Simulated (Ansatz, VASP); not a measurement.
# Two plane-wave programs on ScInSbP3

INCAR

```
SYSTEM = ScInSbP3
PREC = Accurate
ENCUT = 600
EDIFF = 1E-6
ISMEAR = 0
SIGMA = 0.1
LREAL = .False.
LASPH = .True.
NELM = 60
ALGO = Normal
ISIF = 3
LWAVE = .False.
LCHARG = .False.
GGA = PE
IBRION = 2
NSW = 90
EDIFFG = -0.04
```

Contents of KPOINTS:

```
regular mesh
0
Gamma
  6 6 4
  0 0 0
```

The input POSCAR:

```
ScInSbP3
1.0
    5.3774526600      0.0000000000      0.0000000000
   -2.6887263300      4.6570106100      0.0000000000
    0.0000000000      0.0000000000      6.4187000300
Sc In Sb P
1 1 1 3
Direct
    0.6666666700      0.3333333300      0.0000000000
    0.3333333300      0.6666666700      0.5000000000
    0.0000000000      0.0000000000      0.5000000000
    0.1418073500      0.8581926500      0.0000000000
    0.1418073500      0.2836147000      0.0000000000
    0.7163853000      0.8581926500      0.0000000000
```

Input for Ansatz:

```yaml
crystal:
  lattice:
    - [5.37745266, 0.0, 0.0]
    - [-2.68872633, 4.65701061, 0.0]
    - [0.0, 0.0, 6.41870003]
  atoms:
    - { symbol: Sc, position: [0.66666667, 0.33333333, 0.0] }
    - { symbol: In, position: [0.33333333, 0.66666667, 0.5] }
    - { symbol: Sb, position: [0.0, 0.0, 0.5] }
    - { symbol: P, position: [0.14180735, 0.85819265, 0.0] }
    - { symbol: P, position: [0.14180735, 0.2836147, 0.0] }
    - { symbol: P, position: [0.7163853, 0.85819265, 0.0] }
basis:
  ecutwfc: 420
kpoints:
  mp_grid: { grid: [6, 6, 4] }
hamiltonian:
  xc: pbe
scf:
  occupations: { method: gaussian, width: 0.1 }
  lower_state_search: "off"
output:
  forces: true
  stress: true
  eigenvalues: true
relax:
  adjacent_minimum: "off"
  f_tol: 0.04
  max_steps: 70
  cell: { stress_tol: 0.4 }
```

Alike in both runs: task relaxation of cell and atoms; functional PBE; k mesh 6 × 6 × 4; occupations gaussian, width 0.1 eV; no spin polarisation.

```csv
,VASP,Ansatz
version,VASP 6.6.1,Ansatz 0.2.0
potentials or method,"VASP PAW PBE potentials, release 64 (Sc_sv, In_d, Sb, P), cutoff 600 eV","scalar-relativistic, plane waves, PAW"
valence electrons in the cell,44,54
```

|  | VASP | Ansatz | Ansatz less VASP |
| --- | --- | --- | --- |
| gap on the k mesh at the Fermi level, each at its own relaxed structure (eV) | none | none | - |
| relaxed volume (Å³/atom) | 23.25 | 23.33 | +0.073 |
| relaxed cell length with the largest relative difference (Å) | 5.620 | 5.636 | +0.0168 |

A gap of «none» marks a metal or a gap that the smearing closes. VASP's potentials hold 44 valence electrons a cell and Ansatz's 54, so a difference there can come from the potentials and not from the codes.

Spin-orbit coupling is off throughout.
